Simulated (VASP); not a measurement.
Runs of VASP 6.6.1 on Hf. The structure is that of space group Fm-3m (No. 225), or close to it. The cells are those of the table. 

| task | cell | k mesh | cutoff (eV) | gap on the mesh (eV) | pressure (GPa) |
| --- | --- | --- | --- | --- | --- |
| single point | a = 3.172 Å, angles 60.0°, 1 atom | 16 × 16 × 16 | 520 | none | (a) |
| single point | a = 3.172 Å, angles 60.0°, 1 atom | 8 × 8 × 8 | 500 | none | -0.4 |
| relaxation of cell and atoms | relaxed from a = 3.172 Å, angles 60.0°, 1 atom | 16 × 16 × 16 | 600 | none | 0.0 |
| single point | a = 3.095 Å, angles 60.0°, 1 atom | 8 × 8 × 8 | 500 | none | 7.7 |

Alike in all rows: level PBE; potentials or basis VASP PAW PBE potentials, release 64 (Hf_pv); no spin polarisation; smearing gaussian 0.1 eV.

Problem. Fill in the values left out.

Solution. (a) -0.5.

Caveats: spin-orbit coupling is left out, which moves the levels of the heavy elements.

A k mesh can miss the band edges, and the runs leave out spin-orbit coupling on Hf.

A gap of «none» marks levels without a gap at the run's occupations.
